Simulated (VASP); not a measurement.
N:

```xyz
2
Lattice="2.6142 0.0000 0.0000 -1.3071 2.2639 0.0000 0.0000 0.0000 2.4859" Properties=species:S:1:pos:R:3 pbc="T T T"
N     1.3071    0.7546    0.6215
N     0.0000    1.5093    1.8644
```

* Program: VASP 6.6.1
* Task: relaxation of cell and atoms
* Functional: PBEsol
* Potentials or basis: VASP PAW PBE potentials, release 64 (N)
* Cutoff: 600 eV
* k mesh: 18 × 18 × 16
* Occupations: gaussian, width 0.1 eV
* Spin: no spin polarisation

At the start: pressure -16.8 GPa; volume 7.36 Å³/atom.

Problem. Where does the relaxation end?

Solution. Over 7 steps the energy falls by 36.7 meV/atom and the volume is 6.71 Å³/atom (-8.8 %); space group P6_3/mmc (No. 194, to 0.1 Å) before and after.

Step by step:
```
step  energy change (eV)  largest force (eV/Å)  pressure (GPa)  volume (Å³)
   1              0.0000                0.0000          -16.82        14.71
   2             -0.0635                0.0000            5.86        13.13
   3             -0.0704                0.0000           -0.39        13.48
   4             -0.0725                0.0000            0.44        13.36
   5             -0.0734                0.0000            0.13        13.40
   6             -0.0734                0.0000            0.10        13.41
   7             -0.0734                0.0000           -0.06        13.42
```

Final structure:
```xyz
2
Lattice="2.5307 0.0000 0.0000 -1.2653 2.1916 0.0000 0.0000 0.0000 2.4187" Properties=species:S:1:pos:R:3 pbc="T T T"
N     1.2653    0.7305    0.6047
N     0.0000    1.4611    1.8141
```

Caveat: the PAW data sets were made with another functional, which shifts forces and pressure a little.
